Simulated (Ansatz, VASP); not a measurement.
## AlN in VASP and in Ansatz

```xyz
2
Lattice="0.1042 2.0414 2.0340 2.1335 -0.0017 2.1399 2.1480 2.1618 -0.0162" Properties=species:S:1:pos:R:3 pbc="T T T"
Al    2.1323    2.0925    2.0663
N     0.0606    0.0082    0.0126
```

Change from the starting cell: all atoms moved at random, cell strained at random.

Alike in both runs: task single point; functional PBE; k mesh 10 × 10 × 10; occupations gaussian, width 0.02 eV; no spin polarisation.

```csv
,VASP,Ansatz
version,VASP 6.6.1,Ansatz 0.2.0
potentials or method,"VASP PAW PBE potentials, release 64 (Al, N), cutoff 520 eV","scalar-relativistic, plane waves, PAW"
valence electrons in the cell,8,8
```

```tsv
	VASP	Ansatz	Ansatz less VASP
gap on the k mesh at the Fermi level (eV)	2.63	2.65	+0.018
least direct gap on the mesh (eV)	3.42	3.42	-0.005
pressure (GPa)	-15.8	-15.6	+0.22
traceless stress, the component that is largest in VASP (GPa)	14.61	14.60	-0.018
rms of the force components (eV/Å)	0.313	0.313	+0.0002
```

Atom by atom the forces differ by 0.000 eV/Å (rms over components).
